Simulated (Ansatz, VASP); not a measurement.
**BiTe in VASP and in Ansatz**

```
CELL_PARAMETERS angstrom
2.36214 1.36378 3.23436
-2.36214 1.36378 3.23436
0.00000 -2.72756 3.23436
ATOMIC_POSITIONS crystal
Bi 0.50000 0.50000 0.50000
Te 0.00000 0.00000 0.00000
```

Change from the starting cell: strain -0.025 along x and y, -0.025 along z, atoms carried along.

Alike in both runs: task single point; functional PBE; k mesh 12 × 12 × 12; occupations gaussian, width 0.15 eV; no spin polarisation.

|  | VASP | Ansatz |
| --- | --- | --- |
| version | VASP 6.6.1 | Ansatz 0.2.0 |
| potentials or method | VASP PAW PBE potentials, release 64 (Bi_d, Te), cutoff 520 eV | scalar-relativistic, plane waves, PAW |
| valence electrons in the cell | 21 | 31 |

|  | VASP | Ansatz | Ansatz less VASP |
| --- | --- | --- | --- |
| gap on the k mesh at the Fermi level (eV) | none | none | - |
| pressure (GPa) | 4.3 | 4.3 | +0.05 |
| traceless stress, the component that is largest in VASP (GPa) | -0.88 | -0.88 | -0.001 |

A gap of «none» marks a metal or a gap that the smearing closes. With one functional, cell and mesh, what is left measures potentials, basis and numerics. VASP's potentials hold 21 valence electrons a cell and Ansatz's 31, so a difference there can come from the potentials and not from the codes.

Neither program's run includes spin-orbit coupling.
